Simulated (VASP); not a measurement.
Runs of VASP 6.6.1 on Ge. The structure is orthorhombic, space group Cmmm (No. 65). Conventional cell: a = 2.794 Å, b = 5.201 Å, c = 2.698 Å, α = 90.00°, β = 90.00°, γ = 90.00°. Ge (site symmetry mmm) has 8 Ge at 2.70 to 2.95 Å within 3.6 Å. 

```csv
k mesh,gap on the mesh (eV),pressure (GPa)
7 × 7 × 7,none,(a)
9 × 9 × 8,none,-4.3
3 × 3 × 3,none,-6.4
11 × 11 × 10,none,-4.3
```

Alike in all rows: task single point; level PBEsol; potentials or basis VASP PAW PBE potentials, release 64 (Ge_d); no spin polarisation; cell as given; cutoff (eV) 520; smearing methfessel-paxton 0.05 eV.

Problem. Estimate the missing entries.

Solution. (a) -4.7.

Caveats: some runs use coarse meshes; the PAW data sets were made with another functional, which shifts forces and pressure a little.

A k mesh can miss the band edges, and the runs leave out spin-orbit coupling on Ge.

A gap of «none» marks levels without a gap at the run's occupations.
